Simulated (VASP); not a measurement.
# SnS (Pnma) in VASP: electric field gradients with PBE

Aim: the electric field gradients of SnS with PBE.

Program: VASP 6.6.1. These are calculated values, not measurements. Logs are shortened: lines on timing, memory, paths and dates and some standing lists are left out, and cuts for length are marked.

### Step 1. The cell of the first run

Symmetry: Pnma, No. 62, orthorhombic system. The conventional cell has a = 11.320 Å, b = 4.050 Å, c = 4.242 Å, α = 90.00°, β = 90.00°, γ = 90.00°. Sn (site symmetry m) has 6 S at 2.61 to 3.47 Å and 2 Sn at 3.52 Å within 3.6 Å. Within 3.5 Å of S (site symmetry m) lie 6 Sn at 2.61 to 3.47 Å.

### Step 2. Electric field gradients, PBE

File INCAR:

```
ALGO = Normal
EDIFF = 1E-8
ENCUT = 400
GGA = PE
GGA_COMPAT = F
ISIF = 2
ISMEAR = -1
LASPH = T
LCHARG = F
LEFG = T
LREAL = F
LWAVE = F
NBANDS = 50
NELM = 120
PREC = Accurate
SIGMA = 0.02
```

File KPOINTS:

```
k-points
0
Gamma
  4 11 10
```

File POSCAR:

```
SnS
1.0
   11.3200000000      0.0000000000      0.0000000000
    0.0000000000      4.0500000000      0.0000000000
    0.0000000000      0.0000000000      4.2420000000
Sn S
4 4
Direct
    0.1220000000      0.2500000000      0.0981000000
    0.3780000000      0.7500000000      0.5981000000
    0.6220000000      0.2500000000      0.4019000000
    0.8780000000      0.7500000000      0.9019000000
    0.8507000000      0.2500000000      0.4790000000
    0.6493000000      0.7500000000      0.9790000000
    0.3507000000      0.2500000000      0.0210000000
    0.1493000000      0.7500000000      0.5210000000
```

Potentials or basis: VASP PAW PBE potentials, release 64 (Sn_d, S).

Started as:

```sh
cat potpaw_PBE.64/Sn_d/POTCAR potpaw_PBE.64/S/POTCAR > POTCAR
mpirun -np 1 vasp_std > vasp.out
```

OUTCAR:

```text
EDIFF = 1E-8
   ENCUT = 400
   GGA = PE
   ISIF = 2
   ISMEAR = -1
   LASPH = T
   LREAL = F
   NELM = 120
   PREC = Accurate

 ion  position               nearest neighbor table
   1  0.122  0.250  0.098-   7 2.61   8 2.72   8 2.72   8 3.19   8 3.19   4 3.52   4 3.52
   2  0.378  0.750  0.598-   8 2.61   7 2.72   7 2.72   7 3.19   7 3.19   3 3.52   3 3.52
   3  0.622  0.250  0.402-   5 2.61   6 2.72   6 2.72   6 3.19   6 3.19   2 3.52   2 3.52
   4  0.878  0.750  0.902-   6 2.61   5 2.72   5 2.72   5 3.19   5 3.19   1 3.52   1 3.52
   5  0.851  0.250  0.479-   3 2.61   4 2.72   4 2.72   4 3.19   4 3.19
   6  0.649  0.750  0.979-   4 2.61   3 2.72   3 2.72   3 3.19   3 3.19
   7  0.351  0.250  0.021-   1 2.61   2 2.72   2 2.72   2 3.19   2 3.19
   8  0.149  0.750  0.521-   2 2.61   1 2.72   1 2.72   1 3.19   1 3.19

  LATTYP: Found a simple orthorhombic cell.
 ALAT       =     4.0500000000
 B/A-ratio  =     1.0474074074
 C/A-ratio  =     2.7950617284

  Lattice vectors:

 A1 = (   0.0000000000,   4.0500000000,   0.0000000000)
 A2 = (   0.0000000000,   0.0000000000,   4.2420000000)
 A3 = (  11.3200000000,   0.0000000000,   0.0000000000)

Analysis of symmetry for initial positions (statically):
=====================================================================
 Subroutine PRICEL returns:
 Original cell was already a primitive cell.

 Routine SETGRP: Setting up the symmetry group for a
 simple orthorhombic supercell.

 Subroutine GETGRP returns: Found  8 space group operations
 (whereof  2 operations were pure point group operations)
 out of a pool of  8 trial point group operations.

The static configuration has the point symmetry S_2 .
 The point group associated with its full space group is D_2h.

Analysis of symmetry for dynamics (positions and initial velocities):
=====================================================================
 Subroutine PRICEL returns:
 Original cell was already a primitive cell.

 Routine SETGRP: Setting up the symmetry group for a
 simple orthorhombic supercell.

 Subroutine GETGRP returns: Found  8 space group operations
 (whereof  2 operations were pure point group operations)
 out of a pool of  8 trial point group operations.

The dynamic configuration has the point symmetry S_2 .
 The point group associated with its full space group is D_2h.

 Subroutine INISYM returns: Found  8 space group operations
 (whereof  2 operations are pure point group operations),
 and found     1 'primitive' translations

----------------------------------------------------------------------------------------

                                     Primitive cell

  volume of cell :     194.4787

  direct lattice vectors                    reciprocal lattice vectors
    11.320000000  0.000000000  0.000000000     0.088339223  0.000000000  0.000000000
     0.000000000  4.050000000  0.000000000     0.000000000  0.246913580  0.000000000
     0.000000000  0.000000000  4.242000000     0.000000000  0.000000000  0.235737860

  length of vectors
    11.320000000  4.050000000  4.242000000     0.088339223  0.246913580  0.235737860

  position of ions in fractional coordinates (direct lattice)
     0.122000000  0.250000000  0.098100000
     0.378000000  0.750000000  0.598100000
     0.622000000  0.250000000  0.401900000
     0.878000000  0.750000000  0.901900000
     0.850700000  0.250000000  0.479000000
     0.649300000  0.750000000  0.979000000
     0.350700000  0.250000000  0.021000000
     0.149300000  0.750000000  0.521000000

  ion indices of the primitive-cell ions
   primitive index   ion index
                 1           1
                 2           2
                 3           3
                 4           4
                 5           5
                 6           6
                 7           7
                 8           8

----------------------------------------------------------------------------------------

 KPOINTS: k-points

Automatic generation of k-mesh.
 Grid dimensions read from file:
 generate k-points for:    4   11   10

 Generating k-lattice:

  Cartesian coordinates                     Fractional coordinates (reciprocal lattice)
     0.022084806  0.000000000  0.000000000     0.250000000  0.000000000  0.000000000
     0.000000000  0.022446689  0.000000000     0.000000000  0.090909091  0.000000000
     0.000000000  0.000000000  0.023573786     0.000000000  0.000000000  0.100000000

  Length of vectors
     0.022084806  0.022446689  0.023573786

  Shift w.r.t. Gamma in fractional coordinates (k-lattice)
     0.000000000  0.000000000  0.000000000

 Subroutine IBZKPT returns following result:
 ===========================================

 Found    108 irreducible k-points:

 Following reciprocal coordinates:
            Coordinates               Weight
  0.000000  0.000000  0.000000      1.000000
  0.250000  0.000000  0.000000      2.000000
  0.500000  0.000000  0.000000      1.000000
  0.000000  0.090909  0.000000      2.000000
  0.250000  0.090909  0.000000      4.000000
  0.500000  0.090909  0.000000      2.000000
[... 16 lines left out ...]
  0.250000  0.090909  0.100000      8.000000
  0.500000  0.090909  0.100000      4.000000
 [... further k-points ...]
   k-points           NKPTS =    108   k-points in BZ     NKDIM =    108   number of bands    NBANDS=     50
   number of dos      NEDOS =    301   number of ions     NIONS =      8
   total plane-waves  NPLWV =  62720
   dimension x,y,z NGX =    80 NGY =   28 NGZ =   28
   dimension x,y,z NGXF=   160 NGYF=   56 NGZF=   56
   ions per type =               4   4
   NGX,Y,Z   is equivalent  to a cutoff of  11.75, 11.49, 10.97 a.u.
   NGXF,Y,Z  is equivalent  to a cutoff of  23.50, 22.99, 21.95 a.u.
 SYSTEM =  unknown system
   PREC   = accura    normal or accurate (medium, high low for compatibility)
   ISTART =      0    job   : 0-new  1-cont  2-samecut
   ICHARG =      2    charge: 1-file 2-atom 10-const
   ISPIN  =      1    spin polarized calculation?
   LNONCOLLINEAR =      F non collinear calculations
   LSORBIT =      F    spin-orbit coupling
   LASPH  =      T    aspherical Exc in radial PAW
   ENCUT  =  400.0 eV  29.40 Ry    5.42 a.u.  18.46  6.60  6.92*2*pi/ulx,y,z
   NELM   =    120;   NELMIN=  2; NELMDL= -5     # of ELM steps
   EDIFF  = 0.1E-07   stopping-criterion for ELM
   LREAL  =      F    real-space projection
   EDIFFG = 0.1E-06   stopping-criterion for IOM
   NSW    =      0    number of steps for IOM
   IBRION =     -1    ionic relax: 0-MD 1-quasi-New 2-CG
   NFREE  =      0    steps in history (QN), initial steepest desc. (CG)
   ISIF   =      2    stress and relaxation
   ISYM   =      2    0-nonsym 1-usesym 2-fastsym
   POTIM  = 0.5000    time-step for ionic-motion
   TEBEG  =    0.0;   TEEND  =   0.0 temperature during run
   PSTRESS=    0.0 pullay stress
   NELECT =      80.0000    total number of electrons
   NUPDOWN=      -1.0000    fix difference up-down
   EMIN   =  10.00;   EMAX   =-10.00  energy-range for DOS
   EFERMI =   0.00;   METHOD = LEGACY
   ISMEAR =    -1;   SIGMA  =   0.02  broadening in eV -4-tet -1-fermi 0-gaus
   EFERMI_NEDOS =   21; number of points for ismear=-14 and -15
   IALGO  =     38    algorithm
   IMIX   =      4    mixing-type and parameters
     AMIX     =   0.40;   BMIX     =  1.00
     AMIX_MAG =   1.60;   BMIX_MAG =  1.00
  volume/ion in A,a.u.               =      24.31       164.05
  Fermi-wavevector in a.u.,A,eV,Ry     =   1.217533  2.300804 20.169099  1.482387
  Thomas-Fermi vector in A             =   2.352850
   LORBIT       =      0    0 simple, 1 ext, 2 COOP (PROOUT), +10 PAW based schemes
   GGA     = PE    functional components
   LHFCALC =     F    Hartree Fock is set to
   AEXX    =    0.0000 exact exchange contribution
   IVDW    =     0    specifies the selected vdW correction
   LEPSILON=     F    determine dielectric tensor
   LRPA    =     F    only Hartree local field effects (RPA)
 non-spin polarized calculation
  energy-cutoff  :      400.00
  volume of cell :      194.48
 maximum number of plane-waves:      3556
 NGX is ok and might be reduce to    80
   NGX = 37   NGY = 13   NGZ = 13

 number of electron      79.9999986 magnetization

 Free energy of the ion-electron system (eV)
  ---------------------------------------------------
  ext. energy  EPLUGINS =         0.00000000
  ---------------------------------------------------
  free energy    TOTEN  =       -35.40141835 eV

  energy without entropy =      -35.40141835  energy(sigma->0) =      -35.40141835

 E-fermi :   6.5021     XC(G=0):  -9.8324

 val. band max:        6.1271026562   @ k =   0.0000   0.0000   0.4000
 cond. band min:       6.9475919909   @ k =   0.0000   0.0000   0.0000
 fundamental gap:      0.8204893347
 Fermi energy:         6.5021260694

 k-point     1 :       0.0000    0.0000    0.0000
  band No.  band energies     occupation
      1     -15.1439      2.00000
      2     -15.1362      2.00000
      3     -15.1297      2.00000
      4     -15.1289      2.00000
      5     -15.1231      2.00000
      6     -15.1171      2.00000
[... 42 lines left out ...]
     49      11.1943      0.00000
     50      11.2209      0.00000
[... 1217 lines left out ...]
     49      11.2791      0.00000
     50      11.2796      0.00000

 [... further k-points ...]

------------------------ aborting loop because EDIFF is reached ----------------------------------------

  FORCE on cell =-STRESS in cart. coord.  units (eV):
  Direction    XX          YY          ZZ          XY          YZ          ZX
  --------------------------------------------------------------------------------------
  -------------------------------------------------------------------------------------
  Total        2.4082996      1.2332807      1.4937024      0.0000000      0.0000000      0.0000000
  in kB       19.8403338     10.1601563     12.3055932      0.0000000      0.0000000      0.0000000
  external PRESSURE =      14.1020278 kB  Pullay stress =       0.0000000 kB

 VOLUME and BASIS-vectors are now :
 -----------------------------------------------------------------------------
  energy-cutoff  :      400.00
  volume of cell :      194.48
      direct lattice vectors                 reciprocal lattice vectors
    11.320000000  0.000000000  0.000000000     0.088339223  0.000000000  0.000000000
     0.000000000  4.050000000  0.000000000     0.000000000  0.246913580  0.000000000
     0.000000000  0.000000000  4.242000000     0.000000000  0.000000000  0.235737860

 POSITION                                       TOTAL-FORCE (eV/Angst)
 -----------------------------------------------------------------------------------
      1.38104      1.01250      0.41614        -0.077979     -0.000000      0.053220
      4.27896      3.03750      2.53714         0.077979      0.000000      0.053220
      7.04104      1.01250      1.70486        -0.077979     -0.000000     -0.053220
      9.93896      3.03750      3.82586         0.077979     -0.000000     -0.053220
      9.62992      1.01250      2.03192         0.104537      0.000000      0.052168
      7.35008      3.03750      4.15292        -0.104537     -0.000000      0.052168
      3.96992      1.01250      0.08908         0.104537     -0.000000     -0.052168
      1.69008      3.03750      2.21008        -0.104537     -0.000000     -0.052168
 -----------------------------------------------------------------------------------
    total drift:                                0.000000      0.000000      0.000000

  FREE ENERGIE OF THE ION-ELECTRON SYSTEM (eV)
  ---------------------------------------------------
  free  energy   TOTEN  =       -35.4014183466 eV

  energy  without entropy=      -35.4014183466  energy(sigma->0) =      -35.40141835

 Electric field gradients (V/A^2)
---------------------------------------------------------------------
 ion       V_xx      V_yy      V_zz      V_xy      V_xz      V_yz
---------------------------------------------------------------------
   1     -98.884    50.374    48.510    -0.000   -62.017     0.000
   2     -98.884    50.374    48.510    -0.000    62.017    -0.000
   3     -98.884    50.374    48.510     0.000    62.017    -0.000
   4     -98.884    50.374    48.510    -0.000   -62.017    -0.000
   5      -7.645    11.410    -3.764    -0.000    19.395     0.000
   6      -7.645    11.410    -3.764     0.000   -19.395    -0.000
   7      -7.645    11.410    -3.764    -0.000   -19.395     0.000
   8      -7.645    11.410    -3.764     0.000    19.395    -0.000
---------------------------------------------------------------------

 Electric field gradients after diagonalization (V/A^2)
 (convention: |V_zz| > |V_xx| > |V_yy|)
----------------------------------------------------------------------
 ion       V_xx      V_yy      V_zz     asymmetry (V_yy - V_xx)/ V_zz
----------------------------------------------------------------------
   1      71.132    50.374  -121.505       0.171
   2      71.132    50.374  -121.505       0.171
   3      71.132    50.374  -121.505       0.171
   4      71.132    50.374  -121.505       0.171
   5      13.787    11.410   -25.196       0.094
   6      13.787    11.410   -25.196       0.094
   7      13.787    11.410   -25.196       0.094
   8      13.787    11.410   -25.196       0.094
----------------------------------------------------------------------

           NMR quadrupolar parameters

 Cq : quadrupolar parameter    Cq=e*Q*V_zz/h
 eta: asymmetry parameters     (V_yy - V_xx)/ V_zz
 Q  : nuclear electric quadrupole moment in mb (millibarn)
----------------------------------------------------------------------
 ion       Cq(MHz)       eta       Q (mb)
----------------------------------------------------------------------
   1      -0.294       0.171       1.000
   2      -0.294       0.171       1.000
   3      -0.294       0.171       1.000
   4      -0.294       0.171       1.000
   5      -0.061       0.094       1.000
   6      -0.061       0.094       1.000
   7      -0.061       0.094       1.000
   8      -0.061       0.094       1.000
----------------------------------------------------------------------
```

Wall time 13 min (1 thread of Intel Xeon Platinum 8259CL at 2.50GHz (Skylake/Cascade Lake), shared host); peak memory 0.59 GiB.

Results:

| Property | Result |
| --- | --- |
| Free energy | -35.4014 eV |
| Pressure | 1.4 GPa |
| Largest force | 0.117 eV/Å |
| Band gap on the k mesh | 0.82 eV (least direct gap 1.15 eV) |
| Largest electric field gradient by atom | Sn -121.5; S -25.2 V/Å² |

Forces in eV/Å, atoms in the order of the input:
```
Sn  -0.078  0.000  0.053
Sn   0.078  0.000  0.053
Sn  -0.078  0.000 -0.053
Sn   0.078  0.000 -0.053
S    0.105  0.000  0.052
S   -0.105  0.000  0.052
S    0.105  0.000 -0.052
S   -0.105  0.000 -0.052
```

Stress tensor (GPa, compression positive):
```
1.98 0.00 0.00
0.00 1.02 0.00
0.00 0.00 1.23
```

Electric field gradients, principal values (V/Å²):
```
atom   least  middle  greatest (by size)
1 Sn  50.374  71.132            -121.505
2 Sn  50.374  71.132            -121.505
3 Sn  50.374  71.132            -121.505
4 Sn  50.374  71.132            -121.505
 5 S  11.410  13.787             -25.196
 6 S  11.410  13.787             -25.196
 7 S  11.410  13.787             -25.196
 8 S  11.410  13.787             -25.196
```

Caveat: without QUAD_EFG the Cq values of the log hold for a quadrupole moment of 1 mb, not for the nuclei; spin-orbit coupling is left out, which moves the levels of the heavy elements. A k mesh can miss the band edges.
